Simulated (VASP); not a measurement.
# MoS2 in VASP: a series of runs

MoS2 is run at these levels: PBEsol; tasks: single point.

All numbers are computed with VASP 6.6.1; they aren't measurements. Logs are shortened: lines on timing, memory, paths and dates and some standing lists are left out, and cuts for length are marked.

**1. The cell of the first run**

The cell holds a slab with vacuum, 9 atoms: a = 3.141 Å, b = 3.141 Å, c = 30.697 Å, α = 90.00°, β = 90.00°, γ = 120.00°.

**2. Single point, PBEsol**

File INCAR:

```
SYSTEM = MoS2
  ALGO = Normal
  DIPOL = 0.5 0.5 0.500
  EDIFF = 1E-6
  ENCUT = 520
  GGA = PS
  IDIPOL = 3
  ISIF = 2
  ISMEAR = 0
  LASPH = .TRUE.
  LCHARG = .FALSE.
  LDIPOL = .TRUE.
  LREAL = .FALSE.
  LWAVE = .FALSE.
  NBANDS = 49
  NELM = 100
  PREC = Accurate
  SIGMA = 0.05
```

File KPOINTS:

```
k-points
0
G
  9 9 3
  0 0 0
```

File POSCAR:

```
MoS2
1.0
    3.1414322091      0.0000000000      0.0000000000
   -1.5707161046      2.7205600974      0.0000000000
    0.0000000000      0.0000000000     30.6970122376
S Mo
6 3
Direct
    0.6666666667      0.3333333333      0.2443234521
    0.6666666667      0.3333333333      0.3459031328
    0.3333333333      0.6666666667      0.4492101597
    0.3333333333      0.6666666667      0.5507898403
    0.6666666667      0.3333333333      0.6540968672
    0.6666666667      0.3333333333      0.7556765479
    0.3333333333      0.6666666667      0.2951132924
    0.6666666667      0.3333333333      0.5000000000
    0.3333333333      0.6666666667      0.7048867076
```

Potentials or basis: VASP PAW PBE potentials, release 64 (S, Mo_sv).

Launch:

```console
cat potpaw_PBE.64/S/POTCAR potpaw_PBE.64/Mo_sv/POTCAR > POTCAR
mpirun -np 1 vasp_std > vasp.out
```

OUTCAR:

```text
SYSTEM = MoS2
   EDIFF = 1E-6
   ENCUT = 520
   GGA = PS
   ISIF = 2
   ISMEAR = 0
   LASPH = .TRUE.
   LREAL = .FALSE.
   NELM = 100
   PREC = Accurate

 ion  position               nearest neighbor table
   1  0.667  0.333  0.244-   7 2.39   7 2.39   7 2.39
   2  0.667  0.333  0.346-   7 2.39   7 2.39   7 2.39
   3  0.333  0.667  0.449-   8 2.39   8 2.39   8 2.39
   4  0.333  0.667  0.551-   8 2.39   8 2.39   8 2.39
   5  0.667  0.333  0.654-   9 2.39   9 2.39   9 2.39
   6  0.667  0.333  0.756-   9 2.39   9 2.39   9 2.39
   7  0.333  0.667  0.295-   1 2.39   1 2.39   1 2.39   2 2.39   2 2.39   2 2.39
   8  0.667  0.333  0.500-   3 2.39   4 2.39   3 2.39   4 2.39   3 2.39   4 2.39
   9  0.333  0.667  0.705-   6 2.39   6 2.39   6 2.39   5 2.39   5 2.39   5 2.39

  LATTYP: Found a hexagonal cell.
 ALAT       =     3.1414322091
 C/A-ratio  =     9.7716615207

  Lattice vectors:

 A1 = (   3.1414322091,   0.0000000000,   0.0000000000)
 A2 = (  -1.5707161046,   2.7205600974,   0.0000000000)
 A3 = (   0.0000000000,   0.0000000000,  30.6970122376)

Analysis of symmetry for initial positions (statically):
=====================================================================
 Subroutine PRICEL returns:
 Original cell was already a primitive cell.

 Routine SETGRP: Setting up the symmetry group for a
 hexagonal supercell.

 Subroutine GETGRP returns: Found 12 space group operations
 (whereof 12 operations were pure point group operations)
 out of a pool of 24 trial point group operations.

The static configuration has the point symmetry D_3h.

Analysis of symmetry for dynamics (positions and initial velocities):
=====================================================================
 Subroutine PRICEL returns:
 Original cell was already a primitive cell.

 Routine SETGRP: Setting up the symmetry group for a
 hexagonal supercell.

 Subroutine GETGRP returns: Found 12 space group operations
 (whereof 12 operations were pure point group operations)
 out of a pool of 24 trial point group operations.

The dynamic configuration has the point symmetry D_3h.

 Subroutine INISYM returns: Found 12 space group operations
 (whereof 12 operations are pure point group operations),
 and found     1 'primitive' translations

----------------------------------------------------------------------------------------

                                     Primitive cell

  volume of cell :     262.3506

  direct lattice vectors                    reciprocal lattice vectors
     3.141432209  0.000000000  0.000000000     0.318326143  0.183785685  0.000000000
    -1.570716105  2.720560097  0.000000000     0.000000000  0.367571369  0.000000000
     0.000000000  0.000000000 30.697012238     0.000000000  0.000000000  0.032576460

  length of vectors
     3.141432209  3.141432209 30.697012238     0.367571369  0.367571369  0.032576460

  position of ions in fractional coordinates (direct lattice)
     0.666666667  0.333333333  0.244323452
     0.666666667  0.333333333  0.345903133
     0.333333333  0.666666667  0.449210160
     0.333333333  0.666666667  0.550789840
     0.666666667  0.333333333  0.654096867
     0.666666667  0.333333333  0.755676548
     0.333333333  0.666666667  0.295113292
     0.666666667  0.333333333  0.500000000
     0.333333333  0.666666667  0.704886708

  ion indices of the primitive-cell ions
   primitive index   ion index
                 1           1
                 2           2
                 3           3
                 4           4
                 5           5
                 6           6
                 7           7
                 8           8
                 9           9

----------------------------------------------------------------------------------------

 KPOINTS: k-points

Automatic generation of k-mesh.
 Grid dimensions read from file:
 generate k-points for:    9    9    3

 Generating k-lattice:

  Cartesian coordinates                     Fractional coordinates (reciprocal lattice)
     0.035369571  0.020420632  0.000000000     0.111111111  0.000000000  0.000000000
     0.000000000  0.040841263  0.000000000     0.000000000  0.111111111  0.000000000
     0.000000000  0.000000000  0.010858820     0.000000000  0.000000000  0.333333333

  Length of vectors
     0.040841263  0.040841263  0.010858820

  Shift w.r.t. Gamma in fractional coordinates (k-lattice)
     0.000000000  0.000000000  0.000000000

 Subroutine IBZKPT returns following result:
 ===========================================

 Found     24 irreducible k-points:

 Following reciprocal coordinates:
            Coordinates               Weight
  0.000000  0.000000  0.000000      1.000000
  0.111111  0.000000  0.000000      6.000000
  0.222222  0.000000  0.000000      6.000000
  0.333333  0.000000  0.000000      6.000000
  0.444444  0.000000  0.000000      6.000000
  0.111111  0.111111  0.000000      6.000000
[... 16 lines left out ...]
  0.333333  0.222222  0.333333     24.000000
  0.333333  0.333333  0.333333      4.000000
   k-points           NKPTS =     24   k-points in BZ     NKDIM =     24   number of bands    NBANDS=     49
   number of dos      NEDOS =    301   number of ions     NIONS =      9
   total plane-waves  NPLWV = 138240
   dimension x,y,z NGX =    24 NGY =   24 NGZ =  240
   dimension x,y,z NGXF=    48 NGYF=   48 NGZF=  480
   ions per type =               6   3
   NGX,Y,Z   is equivalent  to a cutoff of  12.70, 12.70, 13.00 a.u.
   NGXF,Y,Z  is equivalent  to a cutoff of  25.40, 25.40, 26.00 a.u.
 SYSTEM =  MoS2
   PREC   = accura    normal or accurate (medium, high low for compatibility)
   ISTART =      0    job   : 0-new  1-cont  2-samecut
   ICHARG =      2    charge: 1-file 2-atom 10-const
   ISPIN  =      1    spin polarized calculation?
   LNONCOLLINEAR =      F non collinear calculations
   LSORBIT =      F    spin-orbit coupling
   LASPH  =      T    aspherical Exc in radial PAW
   ENCUT  =  520.0 eV  38.22 Ry    6.18 a.u.   5.84  5.84 57.08*2*pi/ulx,y,z
   NELM   =    100;   NELMIN=  2; NELMDL= -5     # of ELM steps
   EDIFF  = 0.1E-05   stopping-criterion for ELM
   LREAL  =      F    real-space projection
   EDIFFG = 0.1E-04   stopping-criterion for IOM
   NSW    =      0    number of steps for IOM
   IBRION =     -1    ionic relax: 0-MD 1-quasi-New 2-CG
   NFREE  =      0    steps in history (QN), initial steepest desc. (CG)
   ISIF   =      2    stress and relaxation
   ISYM   =      2    0-nonsym 1-usesym 2-fastsym
   POTIM  = 0.5000    time-step for ionic-motion
   TEBEG  =    0.0;   TEEND  =   0.0 temperature during run
   PSTRESS=    0.0 pullay stress
   NELECT =      78.0000    total number of electrons
   NUPDOWN=      -1.0000    fix difference up-down
   EMIN   =  10.00;   EMAX   =-10.00  energy-range for DOS
   EFERMI =   0.00;   METHOD = LEGACY
   ISMEAR =     0;   SIGMA  =   0.05  broadening in eV -4-tet -1-fermi 0-gaus
   EFERMI_NEDOS =   21; number of points for ismear=-14 and -15
   IALGO  =     38    algorithm
   IMIX   =      4    mixing-type and parameters
     AMIX     =   0.40;   BMIX     =  1.00
     AMIX_MAG =   1.60;   BMIX_MAG =  1.00
  volume/ion in A,a.u.               =      29.15       196.71
  Fermi-wavevector in a.u.,A,eV,Ry     =   1.092645  2.064799 16.243623  1.193873
  Thomas-Fermi vector in A             =   2.228914
   LORBIT       =      0    0 simple, 1 ext, 2 COOP (PROOUT), +10 PAW based schemes
   GGA     = PS    functional components
   LHFCALC =     F    Hartree Fock is set to
   AEXX    =    0.0000 exact exchange contribution
   IVDW    =     0    specifies the selected vdW correction
   LEPSILON=     F    determine dielectric tensor
   LRPA    =     F    only Hartree local field effects (RPA)
 non-spin polarized calculation
 Gauss-broadening in eV      SIGMA  =   0.05
  energy-cutoff  :      520.00
  volume of cell :      262.35
 maximum number of plane-waves:      7101
 NGX is ok and might be reduce to    24
   NGX = 11   NGY = 11   NGZ =115

 number of electron      77.9999999 magnetization

 dipolmoment           0.000000      0.000000      0.000000 electrons x Angstroem

 Free energy of the ion-electron system (eV)
  ---------------------------------------------------
  ext. energy  EPLUGINS =         0.00000000
  ---------------------------------------------------
  free energy    TOTEN  =       -70.33050430 eV

  energy without entropy =      -70.33050430  energy(sigma->0) =      -70.33050430

 E-fermi :   2.5265     XC(G=0):  -7.0000

 val. band max:        2.2953707490   @ k =   0.0000   0.0000   0.0000
 cond. band min:       3.5746105831   @ k =   0.2222   0.1111   0.3333
 fundamental gap:      1.2792398341
 Fermi energy:         2.5264906370

 k-point     1 :       0.0000    0.0000    0.0000
  band No.  band energies     occupation
      1     -58.8823      2.00000
      2     -58.8812      2.00000
      3     -58.8812      2.00000
      4     -33.0937      2.00000
      5     -33.0926      2.00000
      6     -33.0926      2.00000
[... 41 lines left out ...]
     48       4.9825      0.00000
     49       5.0039      0.00000

 k-point     2 :       0.1111    0.0000    0.0000
  band No.  band energies     occupation
      1     -58.8770      2.00000
      2     -58.8759      2.00000
      3     -58.8759      2.00000
      4     -33.0835      2.00000
      5     -33.0824      2.00000
      6     -33.0824      2.00000
[... 41 lines left out ...]
     48       4.8186      0.00000
     49       5.0082      0.00000

 k-point     3 :       0.2222    0.0000    0.0000
  band No.  band energies     occupation
      1     -58.8636      2.00000
      2     -58.8625      2.00000
      3     -58.8625      2.00000
      4     -33.0574      2.00000
      5     -33.0563      2.00000
      6     -33.0563      2.00000
[... 1081 lines left out ...]
     48       5.3509      0.00000
     49       6.4382      0.00000

 k-point    24 :       0.3333    0.3333    0.3333
  band No.  band energies     occupation
      1     -58.8313      2.00000
      2     -58.8302      2.00000
      3     -58.8302      2.00000
      4     -33.1562      2.00000
      5     -33.1546      2.00000
      6     -33.1545      2.00000
[... 41 lines left out ...]
     48       5.5180      0.00000
     49       6.8952      0.00000

------------------------ aborting loop because EDIFF is reached ----------------------------------------

 vacuum level on the upper side and lower side of the slab       (xc-potential included)        -0.130        -0.130

  FORCE on cell =-STRESS in cart. coord.  units (eV):
  Direction    XX          YY          ZZ          XY          YZ          ZX
  --------------------------------------------------------------------------------------
  -------------------------------------------------------------------------------------
  Total       -0.0577812     -0.0577812     -0.1098710      0.0000000     -0.0000000      0.0000000
  in kB       -0.3528699     -0.3528699     -0.6709828      0.0000000     -0.0000000      0.0000000
  external PRESSURE =      -0.4589076 kB  Pullay stress =       0.0000000 kB

 VOLUME and BASIS-vectors are now :
 -----------------------------------------------------------------------------
  energy-cutoff  :      520.00
  volume of cell :      262.35
      direct lattice vectors                 reciprocal lattice vectors
     3.141432209  0.000000000  0.000000000     0.318326143  0.183785685  0.000000000
    -1.570716105  2.720560097  0.000000000     0.000000000  0.367571369  0.000000000
     0.000000000  0.000000000 30.697012238     0.000000000  0.000000000  0.032576460

 POSITION                                       TOTAL-FORCE (eV/Angst)
 -----------------------------------------------------------------------------------
      1.57072      0.90685      7.50000         0.000000     -0.000000      0.019591
      1.57072      0.90685     10.61819         0.000000      0.000000      0.002211
     -0.00000      1.81371     13.78941         0.000000     -0.000000     -0.000502
     -0.00000      1.81371     16.90760        -0.000000      0.000000      0.000502
      1.57072      0.90685     20.07882         0.000000      0.000000     -0.002211
      1.57072      0.90685     23.19701         0.000000     -0.000000     -0.019591
     -0.00000      1.81371      9.05910        -0.000000      0.000000     -0.023108
      1.57072      0.90685     15.34851        -0.000000     -0.000000     -0.000000
     -0.00000      1.81371     21.63792        -0.000000      0.000000      0.023108
 -----------------------------------------------------------------------------------
    total drift:                                0.000000     -0.000000      0.000000

  FREE ENERGIE OF THE ION-ELECTRON SYSTEM (eV)
  ---------------------------------------------------
  free  energy   TOTEN  =       -70.3305043044 eV

  energy  without entropy=      -70.3305043044  energy(sigma->0) =      -70.33050430

 vacuum level on the upper side and lower side of the slab         7.655         7.655
```

It took 8.9 min on 1 thread of Intel Xeon Platinum 8259CL at 2.50GHz (Skylake/Cascade Lake), shared host; peak memory 0.48 GiB.

Results:

- Free energy: -70.3305 eV
- Largest force: 0.023 eV/Å
- Band gap on the k mesh: 1.28 eV (least direct gap 1.76 eV)

Forces on the atoms (eV/Å):
```
S    0.000  0.000  0.020
S    0.000  0.000  0.002
S    0.000  0.000 -0.001
S    0.000  0.000  0.001
S    0.000  0.000 -0.002
S    0.000  0.000 -0.020
Mo   0.000  0.000 -0.023
Mo   0.000  0.000  0.000
Mo   0.000  0.000  0.023
```

Levels at points of the mesh, in eV from the valence-band top:
```csv
k point,band 35,band 36,band 37,band 38,band 39,band 40,band 41,band 42,band 43,band 44
"(0.00, 0.00, 0.00)",-1.93,-1.66,-0.82,-0.32,0.00,2.40,2.40,2.41,2.41,2.42
```

Caveat: the PAW data sets were made with another functional, which shifts forces and pressure a little.

**3. Single point, PBEsol (atoms taken out)**

File INCAR:

```
PREC = Accurate ; ENCUT = 520
EDIFF = 1E-7 ; ISMEAR = 0
SIGMA = 0.05 ; LREAL = Auto
LASPH = True ; NELM = 100
ALGO = Normal ; ISIF = 2
LWAVE = False ; LCHARG = True
LDIPOL = True ; IDIPOL = 3
DIPOL = 0.5 0.5 0.500 ; GGA = PS
LVHAR = True ; LVACPOTAV = True
NBANDS = 136 ; KPAR = 4
```

File KPOINTS:

```
Automatic mesh
0
Gamma
  9 9 1
```

File POSCAR:

```
MoS2
1.0
    3.1414322221      0.0000000000      0.0000000000
   -1.5707161110      2.7205601086      0.0000000000
    0.0000000000      0.0000000000     68.4334702027
S Mo
18 9
Direct
    0.3333333333      0.6666666667      0.1095954944
    0.3333333333      0.6666666667      0.1551608103
    0.6666666667      0.3333333333      0.2015009563
    0.6666666667      0.3333333333      0.2470662722
    0.3333333333      0.6666666667      0.2934064182
    0.3333333333      0.6666666667      0.3389717342
    0.6666666667      0.3333333333      0.3853118801
    0.6666666667      0.3333333333      0.4308771961
    0.3333333333      0.6666666667      0.4772173420
    0.3333333333      0.6666666667      0.5227826580
    0.6666666667      0.3333333333      0.5691228039
    0.6666666667      0.3333333333      0.6146881199
    0.3333333333      0.6666666667      0.6610282658
    0.3333333333      0.6666666667      0.7065935818
    0.6666666667      0.3333333333      0.7529337278
    0.6666666667      0.3333333333      0.7984990437
    0.3333333333      0.6666666667      0.8448391897
    0.3333333333      0.6666666667      0.8904045056
    0.6666666667      0.3333333333      0.1323781524
    0.3333333333      0.6666666667      0.2242836143
    0.6666666667      0.3333333333      0.3161890762
    0.3333333333      0.6666666667      0.4080945381
    0.6666666667      0.3333333333      0.5000000000
    0.3333333333      0.6666666667      0.5919054619
    0.6666666667      0.3333333333      0.6838109238
    0.3333333333      0.6666666667      0.7757163857
    0.6666666667      0.3333333333      0.8676218476
```

Potentials or basis: VASP PAW PBE potentials, release 64 (S, Mo_sv).

Launch:

```console
cat potpaw_PBE.64/S/POTCAR potpaw_PBE.64/Mo_sv/POTCAR > POTCAR
mpirun -np 4 vasp_std > vasp.out
```

OUTCAR:

```text
PREC = Accurate
   ENCUT = 520
   EDIFF = 1E-7
   ISMEAR = 0
   LREAL = Auto
   LASPH = True
   NELM = 100
   ISIF = 2
   GGA = PS

 ion  position               nearest neighbor table
   1  0.333  0.667  0.110-  19 2.39  19 2.39  19 2.39
   2  0.333  0.667  0.155-  19 2.39  19 2.39  19 2.39
   3  0.667  0.333  0.202-  20 2.39  20 2.39  20 2.39
   4  0.667  0.333  0.247-  20 2.39  20 2.39  20 2.39
   5  0.333  0.667  0.293-  21 2.39  21 2.39  21 2.39
   6  0.333  0.667  0.339-  21 2.39  21 2.39  21 2.39
[... 10 lines left out ...]
  17  0.333  0.667  0.845-  27 2.39  27 2.39  27 2.39
  18  0.333  0.667  0.890-  27 2.39  27 2.39  27 2.39
[... 1834 lines left out ...]
  external PRESSURE =      -0.3425710 kB  Pullay stress =       0.0000000 kB

 VOLUME and BASIS-vectors are now :
 -----------------------------------------------------------------------------
  energy-cutoff  :      520.00
  volume of cell :      584.86
      direct lattice vectors                 reciprocal lattice vectors
     3.141432222  0.000000000  0.000000000     0.318326142  0.183785684  0.000000000
    -1.570716111  2.720560109  0.000000000     0.000000000  0.367571368  0.000000000
     0.000000000  0.000000000 68.433470203     0.000000000  0.000000000  0.014612733

 POSITION                                       TOTAL-FORCE (eV/Angst)
 -----------------------------------------------------------------------------------
     -0.00000      1.81371      7.50000        -0.000000      0.000000      0.017683
     -0.00000      1.81371     10.61819         0.000000      0.000000      0.001864
      1.57072      0.90685     13.78941        -0.000000      0.000000     -0.003718
      1.57072      0.90685     16.90760         0.000000     -0.000000      0.000086
     -0.00000      1.81371     20.07882        -0.000000      0.000000     -0.004843
     -0.00000      1.81371     23.19701         0.000000      0.000000      0.000327
[... 19 lines left out ...]
     -0.00000      1.81371     53.08496         0.000000      0.000000      0.000956
      1.57072      0.90685     59.37437         0.000000     -0.000000      0.022166
 -----------------------------------------------------------------------------------
    total drift:                               -0.000000      0.000000      0.000000

  FREE ENERGIE OF THE ION-ELECTRON SYSTEM (eV)
  ---------------------------------------------------
  free  energy   TOTEN  =      -211.0585503769 eV

  energy  without entropy=     -211.0585503769  energy(sigma->0) =     -211.05855038

 vacuum level on the upper side and lower side of the slab        10.438        10.438
```

It took 24 min on 4 MPI ranks of Oxide Virtual Turin-like, shared host; peak memory 1 GiB.

Results:

- Free energy: -211.0586 eV
- Largest force: 0.022 eV/Å
- Band gap on the k mesh: 1.10 eV (least direct gap 1.75 eV)

Forces in eV/Å, atoms in the order of the input:
```
S    0.000  0.000  0.018
S    0.000  0.000  0.002
S    0.000  0.000 -0.004
S    0.000  0.000  0.000
S    0.000  0.000 -0.005
S    0.000  0.000  0.000
S    0.000  0.000  0.002
S    0.000  0.000  0.000
S    0.000  0.000  0.004
S    0.000  0.000 -0.004
S    0.000  0.000  0.000
S    0.000  0.000 -0.002
S    0.000  0.000  0.000
S    0.000  0.000  0.005
S    0.000  0.000  0.000
S    0.000  0.000  0.004
S    0.000  0.000 -0.002
S    0.000  0.000 -0.018
Mo   0.000  0.000 -0.022
Mo   0.000  0.000 -0.001
Mo   0.000  0.000  0.001
Mo   0.000  0.000  0.001
Mo   0.000  0.000  0.000
Mo   0.000  0.000 -0.001
Mo   0.000  0.000 -0.001
Mo   0.000  0.000  0.001
Mo   0.000  0.000  0.022
```

Caveat: the cell differs from its parent crystal (atoms taken out); the PAW data sets were made with another functional, which shifts forces and pressure a little.
